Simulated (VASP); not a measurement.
# GaSb3 in VASP: notebook, part 2 of 2

VASP 6.6.1. Earlier steps stand in the parts before.

## 3. Single point, PBE, non-collinear spin, zero start, spin-orbit coupling

This run uses another cell than the first one, of 27.53 Å³/atom.

INCAR reads:

```
SYSTEM = GaSb3
ALGO = Normal
EDIFF = 1E-6
ENCUT = 520
GGA = PE
GGA_COMPAT = .False.
ISIF = 2
ISMEAR = 0
LASPH = .True.
LCHARG = .True.
LNONCOLLINEAR = .True.
LORBIT = 11
LORBMOM = .True.
LREAL = .False.
LSORBIT = .True.
LVHAR = .True.
LWAVE = .False.
MAGMOM = 0 0 0 0 0 0 0 0 0 0 0 0
NBANDS = 42
NELM = 150
PREC = Accurate
SIGMA = 0.1
```

KPOINTS reads:

```
k-points
0
Gamma
  8 8 8
  0 0 0
```

POSCAR reads:

```
GaSb3
1.0
   -3.0195739721      3.0195739721      3.0195739721
    3.0195739721     -3.0195739721      3.0195739721
    3.0195739721      3.0195739721     -3.0195739721
Ga Sb
1 3
Direct
    0.0000000000      0.0000000000      0.0000000000
    0.0000000000      0.5000000000      0.5000000000
    0.5000000000      0.0000000000      0.5000000000
    0.5000000000      0.5000000000      0.0000000000
```

Potentials or basis: VASP PAW PBE potentials, release 64 (Ga_d, Sb).

Started as:

```console
cat potpaw_PBE.64/Ga_d/POTCAR potpaw_PBE.64/Sb/POTCAR > POTCAR
mpirun -np 1 vasp_ncl > vasp.out
```

OUTCAR:

```text
SYSTEM = GaSb3
   EDIFF = 1E-6
   ENCUT = 520
   GGA = PE
   ISIF = 2
   ISMEAR = 0
   LASPH = .True.
   LNONCOLLINEAR = .True.
   LORBIT = 11
   LREAL = .False.
   LSORBIT = .True.
   NELM = 150
   PREC = Accurate

 ion  position               nearest neighbor table
   1  0.000  0.000  0.000-   2 3.02   3 3.02   4 3.02   2 3.02   3 3.02   4 3.02
   2  0.000  0.500  0.500-   1 3.02   3 3.02   4 3.02   1 3.02   4 3.02   3 3.02
   3  0.500  0.000  0.500-   1 3.02   2 3.02   4 3.02   4 3.02   1 3.02   2 3.02
   4  0.500  0.500  0.000-   1 3.02   2 3.02   3 3.02   3 3.02   2 3.02   1 3.02

  LATTYP: Found a body centered cubic cell.
 ALAT       =     6.0391479442

  Lattice vectors:

 A1 = (  -3.0195739721,   3.0195739721,   3.0195739721)
 A2 = (   3.0195739721,  -3.0195739721,   3.0195739721)
 A3 = (   3.0195739721,   3.0195739721,  -3.0195739721)

Analysis of symmetry for initial positions (statically):
=====================================================================
 Subroutine PRICEL returns:
[... 1315 lines left out ...]
 l=   3
     0.0000000     0.0000000     0.0000000     0.0000000     0.0000000     0.0000000     0.0000000
     0.0000000     0.0000000     0.0000000     0.0000000     0.0000000     0.0000000     0.0000000
     0.0000000     0.0000000     0.0000000     0.0000000     0.0000000     0.0000000     0.0000000
     0.0000000     0.0000000     0.0000000     0.0000000     0.0000000     0.0000000     0.0000000
[... 49 lines left out ...]
 l=   2
     0.0000000    -0.0000184     0.0000000    -0.0000184    -0.0001181
    -0.0000184     0.0000000    -0.0000565    -0.0000159    -0.0000227
     0.0000000    -0.0000565     0.0000000    -0.0000565     0.0000000
    -0.0000184    -0.0000159    -0.0000565     0.0000000    -0.0000227
    -0.0001181    -0.0000227     0.0000000    -0.0000227     0.0000000
 l=   3
     0.0000000     0.0000000     0.0000000     0.0000000     0.0000000     0.0000000     0.0000000
     0.0000000     0.0000000     0.0000000     0.0000000     0.0000000     0.0000000     0.0000000
     0.0000000     0.0000000     0.0000000     0.0000000     0.0000000     0.0000000     0.0000000
     0.0000000     0.0000000     0.0000000     0.0000000     0.0000000     0.0000000     0.0000000
     0.0000000     0.0000000     0.0000000     0.0000000     0.0000000     0.0000000     0.0000000
     0.0000000     0.0000000     0.0000000     0.0000000     0.0000000     0.0000000     0.0000000
     0.0000000     0.0000000     0.0000000     0.0000000     0.0000000     0.0000000     0.0000000

 total charge

# of ion       s       p       d       tot
------------------------------------------
    1        0.991   0.520   9.946  11.457
    2        1.201   1.155   0.036   2.391
    3        1.201   1.155   0.036   2.391
    4        1.201   1.155   0.036   2.391
--------------------------------------------------
tot          4.594   3.984  10.054  18.631

 magnetization (x)

# of ion       s       p       d       tot
------------------------------------------
    1        0.000  -0.000   0.000   0.000
    2       -0.000  -0.000  -0.000  -0.000
    3        0.000   0.000  -0.000   0.000
    4       -0.000   0.000  -0.000  -0.000
--------------------------------------------------
tot         -0.000  -0.000   0.000  -0.000

 magnetization (y)

# of ion       s       p       d       tot
------------------------------------------
    1       -0.000  -0.000  -0.000  -0.000
    2        0.000   0.000   0.000   0.000
    3       -0.000  -0.000  -0.000  -0.000
    4        0.000   0.000  -0.000   0.000
--------------------------------------------------
tot          0.000  -0.000  -0.000  -0.000

 magnetization (z)

# of ion       s       p       d       tot
------------------------------------------
    1        0.000   0.000   0.000   0.000
    2        0.000  -0.000   0.000   0.000
    3       -0.000   0.000  -0.000  -0.000
    4        0.000  -0.000   0.000   0.000
--------------------------------------------------
tot          0.000   0.000   0.000   0.000
```

OSZICAR:

```text
N       E                     dE             d eps       ncg     rms          rms(c)
DAV:   1     0.197727878436E+03    0.19773E+03   -0.10926E+04  2584   0.139E+03
DAV:   2     0.109491604780E+02   -0.18678E+03   -0.17810E+03  2676   0.366E+02
DAV:   3    -0.140245067314E+02   -0.24974E+02   -0.24174E+02  2962   0.113E+02
DAV:   4    -0.152389089710E+02   -0.12144E+01   -0.11900E+01  2854   0.253E+01
DAV:   5    -0.152739835409E+02   -0.35075E-01   -0.34967E-01  3490   0.431E+00    0.440E+00
DAV:   6    -0.152718039376E+02    0.21796E-02   -0.41062E-02  3216   0.234E+00    0.253E+00
DAV:   7    -0.152741561527E+02   -0.23522E-02   -0.82491E-03  3072   0.746E-01    0.150E+00
DAV:   8    -0.152760027981E+02   -0.18466E-02   -0.32186E-03  3088   0.368E-01    0.919E-02
DAV:   9    -0.152761935167E+02   -0.19072E-03   -0.49950E-04  2970   0.241E-01    0.564E-02
DAV:  10    -0.152762427547E+02   -0.49238E-04   -0.87188E-05  3012   0.549E-02    0.124E-02
DAV:  11    -0.152762498774E+02   -0.71227E-05   -0.12301E-05  2896   0.256E-02    0.658E-03
DAV:  12    -0.152762486025E+02    0.12749E-05   -0.10647E-06  2300   0.754E-03    0.190E-03
DAV:  13    -0.152762483844E+02    0.21814E-06   -0.11813E-07  1598   0.295E-03
   1 F= -.15276248E+02 E0= -.15268120E+02  d E =-.162576E-01  mag=     0.0000    -0.0000    -0.0000
```

It took 6 min on 1 thread of Intel Xeon Platinum 8259CL at 2.50GHz (Skylake/Cascade Lake), shared host; peak memory 0.59 GiB.

What came out:

| Property | Result |
| --- | --- |
| Free energy | -15.2762 eV |
| Pressure | 0.2 GPa |
| Net moment | 0.00 μB per cell |
| Valence electrons inside the program's atomic spheres | Ga 11.46; Sb 2.39 |

Moments on the atoms (μB; x, y, z):
```
Ga  0.00 0.00 0.00
Sb  0.00 0.00 0.00
Sb  0.00 0.00 0.00
Sb  0.00 0.00 0.00
```

## 4. Single point, PBE

INCAR reads:

```
ALGO = Normal ; EDIFF = 1E-7
ENCUT = 520 ; GGA = PE
ISIF = 2 ; ISMEAR = 0
LASPH = True ; LCHARG = True
LELF = True ; LREAL = False
LVHAR = True ; LWAVE = False
NBANDS = 22 ; NELM = 60
PREC = Accurate ; SIGMA = 0.2
```

KPOINTS reads:

```
k-points
0
Gamma
  5 5 5
```

POSCAR reads:

```
GaSb3
1.0
   -3.0143006603      3.0143006603      3.0389901611
    3.0143006603     -3.0143006603      3.0389901611
    3.0143006603      3.0143006603     -3.0389901611
Ga Sb
1 3
Direct
    0.5000000000      0.5000000000      0.0000000000
    0.5000000000      0.0000000000      0.5000000000
    0.0000000000      0.5000000000      0.5000000000
    0.0000000000      0.0000000000      0.0000000000
```

Started as:

```console
cat potpaw_PBE.64/Ga_d/POTCAR potpaw_PBE.64/Sb/POTCAR > POTCAR
mpirun -np 1 vasp_std > vasp.out
```

It took 25 s on 1 thread of AMD EPYC 9R45 (Zen 5), shared host; peak memory 0.22 GiB.

It converged, with:

| Quantity | Value |
| --- | --- |
| Free energy | -15.1865 eV |
| Pressure | 0.0 GPa |
| Band gap on the k mesh | zero (bands 14 and 15 overlap by 2.60 eV) |

Stress tensor (GPa, compression positive):
```
 0.14  0.00  0.00
 0.00  0.14  0.00
 0.00  0.00 -0.22
```

Levels at points of the mesh, in eV from the Fermi level:
```csv
k point,band 11,band 12,band 13,band 14,band 15,band 16,band 17,band 18
"(0.00, 0.00, 0.00)",-3.69,-3.62,-2.34,-2.34,-2.28,2.53,2.53,2.56
```

Caveat: spin-orbit coupling is left out, which moves the levels of the heavy elements.

## 5. Single point, PBE (26.71 Å³/atom)

This run uses another cell than the first one, of 26.71 Å³/atom.

INCAR reads:

```
ALGO = Normal
EDIFF = 1E-7
ENCUT = 520
GGA = PE
ISIF = 2
ISMEAR = 0
LASPH = T
LCHARG = F
LREAL = F
LWAVE = F
NBANDS = 22
NELM = 80
PREC = Accurate
SIGMA = 0.1
```

KPOINTS reads:

```
k-points
0
Gamma
  8 8 8
```

POSCAR reads:

```
GaSb3
1.0
   -2.9890711394      2.9890711394      2.9890711394
    2.9890711394     -2.9890711394      2.9890711394
    2.9890711394      2.9890711394     -2.9890711394
Ga Sb
1 3
Direct
    0.0000000000      0.0000000000      0.0000000000
    0.0000000000      0.5000000000      0.5000000000
    0.5000000000      0.0000000000      0.5000000000
    0.5000000000      0.5000000000      0.0000000000
```

Started as:

```console
cat potpaw_PBE.64/Ga_d/POTCAR potpaw_PBE.64/Sb/POTCAR > POTCAR
mpirun -np 1 vasp_std > vasp.out
```

It took 35 s on 1 thread of AMD EPYC 9R45 (Zen 5), shared host; peak memory 0.24 GiB.

Results (log left out):

| Property | Result |
| --- | --- |
| Free energy | -15.0450 eV |
| Pressure | 1.8 GPa |
| Band gap on the k mesh | zero (bands 14 and 15 overlap by 2.90 eV) |

Levels at points of the mesh, in eV from the Fermi level:
| k point | band 11 | band 12 | band 13 | band 14 | band 15 | band 16 | band 17 | band 18 |
| --- | --- | --- | --- | --- | --- | --- | --- | --- |
| (0.00, 0.00, 0.00) | -3.76 | -3.76 | -2.35 | -2.35 | -2.35 | 2.51 | 2.51 | 2.51 |
| (0.50, 0.00, 0.00) | -2.97 | -1.14 | -0.36 | -0.22 | -0.11 | 1.25 | 2.67 | 2.96 |
| (0.50, 0.50, 0.50) | -5.52 | -2.00 | -0.72 | -0.72 | -0.72 | 5.45 | 5.45 | 5.45 |

Caveat: spin-orbit coupling is left out, which moves the levels of the heavy elements.

## 6. Single point, PBE

This run uses another cell than the first one, of 27.53 Å³/atom.

INCAR reads:

```
SYSTEM = GaSb3
PREC = Accurate
ENCUT = 520
EDIFF = 1E-7
ISMEAR = 0
SIGMA = 0.1
LREAL = .FALSE.
LASPH = .TRUE.
NELM = 60
ALGO = Normal
ISIF = 2
LWAVE = .FALSE.
LCHARG = .FALSE.
GGA = PE
NBANDS = 22
```

KPOINTS reads:

```
regular mesh
0
G
  8 8 8
  0 0 0
```

POSCAR reads:

```
GaSb3
1.0
   -3.0195739721      3.0195739721      3.0195739721
    3.0195739721     -3.0195739721      3.0195739721
    3.0195739721      3.0195739721     -3.0195739721
Ga Sb
1 3
Direct
    0.0000000000      0.0000000000      0.0000000000
    0.0000000000      0.5000000000      0.5000000000
    0.5000000000      0.0000000000      0.5000000000
    0.5000000000      0.5000000000      0.0000000000
```

Potentials or basis: VASP PAW PBE potentials, release 64 (Ga_d, Sb).

Started as:

```console
cat potpaw_PBE.64/Ga_d/POTCAR potpaw_PBE.64/Sb/POTCAR > POTCAR
mpirun -np 1 vasp_std > vasp.out
```

It took 36 s on 1 thread of AMD EPYC 9R45 (Zen 5), shared host; peak memory 0.24 GiB.

It converged, with:

| Property | Result |
| --- | --- |
| Free energy | -15.0626 eV |
| Pressure | 0.0 GPa |
| Band gap on the k mesh | zero (bands 14 and 15 overlap by 2.78 eV) |

Levels at points of the mesh, in eV from the Fermi level:
| k point | band 12 | band 13 | band 14 | band 15 | band 16 | band 17 |
| --- | --- | --- | --- | --- | --- | --- |
| (0.00, 0.00, 0.00) | -3.62 | -2.24 | -2.24 | -2.24 | 2.61 | 2.61 |
| (0.50, 0.00, 0.00) | -1.08 | -0.33 | -0.22 | -0.12 | 1.21 | 2.66 |
| (0.50, 0.50, 0.50) | -2.19 | -0.68 | -0.68 | -0.68 | 5.47 | 5.47 |

Caveat: spin-orbit coupling is left out, which moves the levels of the heavy elements.

## 7. Summary

| task | spin | cell | k mesh | cutoff (eV) | smearing | gap on the mesh (eV) | pressure (GPa) |
| --- | --- | --- | --- | --- | --- | --- | --- |
| relaxation of cell and atoms | off | relaxed from a = 5.235 Å, angles 109.5°, 4 atoms | 8 × 8 × 8 | 600 | gaussian 0.1 eV | none | 0.0 |
| single point | non-collinear, zero start, SOC | a = 5.230 Å, angles 109.5°, 4 atoms | 8 × 8 × 8 | 520 | gaussian 0.1 eV | - | 0.2 |
| single point | off | a = 5.235 Å, angles 109.7, 109.7, 109.0°, 4 atoms | 5 × 5 × 5 | 520 | gaussian 0.2 eV | none | 0.0 |
| single point | off | a = 5.177 Å, angles 109.5°, 4 atoms | 8 × 8 × 8 | 520 | gaussian 0.1 eV | none | 1.8 |
| single point | off | a = 5.230 Å, angles 109.5°, 4 atoms | 8 × 8 × 8 | 520 | gaussian 0.1 eV | none | 0.0 |

Alike in all rows: level PBE; potentials or basis VASP PAW PBE potentials, release 64 (Ga_d, Sb).

Caveats: spin-orbit coupling is left out, which moves the levels of the heavy elements (at least some runs).

Total energies depend on the potentials used, so only differences within one code and one set of settings carry meaning.
